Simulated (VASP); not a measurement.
Wanted: the native input for a VASP 6.6.1 run.

```
Task                   : single point
Functional             : PBEsol
Potentials or basis    : VASP PAW PBE potentials, release 64 (Si, Mo_sv)
Cutoff                 : 520 eV
k mesh                 : 12 × 12 × 6
Occupations            : gaussian, width 0.1 eV
Spin                   : no spin polarisation
Dipole correction      : no
Further INCAR settings : ALGO = Normal; EDIFF = 1e-06; NBANDS = 43
```

The structure of Si2Mo lies in POSCAR:

```
Si2Mo
1.0
    4.5744403909      0.0000000000      0.0000000000
   -2.2872201955      3.9615815866      0.0000000000
    0.0000000000      0.0000000000      6.5665572496
Si Mo
6 3
Direct
    0.1641680652      0.8358319348      0.8333333333
    0.3283361304      0.1641680652      0.1666666667
    0.8358319348      0.6716638696      0.5000000000
    0.8358319348      0.1641680652      0.8333333333
    0.6716638696      0.8358319348      0.1666666667
    0.1641680652      0.3283361304      0.5000000000
    0.5000000000      0.0000000000      0.5000000000
    0.0000000000      0.5000000000      0.1666666667
    0.5000000000      0.5000000000      0.8333333333
```

The input as run:

INCAR

```
PREC     = Accurate       # precision mode
ENCUT    = 520            # plane-wave cutoff, eV
EDIFF    = 1E-6           # SCF threshold, eV
ISMEAR   = 0              # smearing method
SIGMA    = 0.1            # smearing width, eV
LREAL    = False          # projectors in reciprocal space
LASPH    = True           # aspherical terms in the spheres
NELM     = 60             # most SCF steps
ALGO     = Normal         # electronic algorithm
ISIF     = 2              # what is computed and relaxed
LWAVE    = False          # write WAVECAR
LCHARG   = False          # write CHGCAR
GGA      = PS             # functional
NBANDS   = 43             # bands
```

KPOINTS

```
regular mesh
0
Gamma
  12 12 6
```

Potentials or basis: VASP PAW PBE potentials, release 64 (Si, Mo_sv).

Launch:

```bash
$ cat potpaw_PBE.64/Si/POTCAR potpaw_PBE.64/Mo_sv/POTCAR > POTCAR
$ mpirun -np 1 vasp_std > vasp.out
```

It gave:

```json
{
 "Pressure": "0.4 GPa",
 "Band gap on the k mesh": "0.03 eV, indirect (least direct gap 0.53 eV)"
}
```

Caveat: the PAW data sets were made with another functional, which shifts forces and pressure a little.

Run time: 7.1 min on 1 thread of Oxide Virtual Turin-like Processor (shared host), peak memory 0.4 GiB.
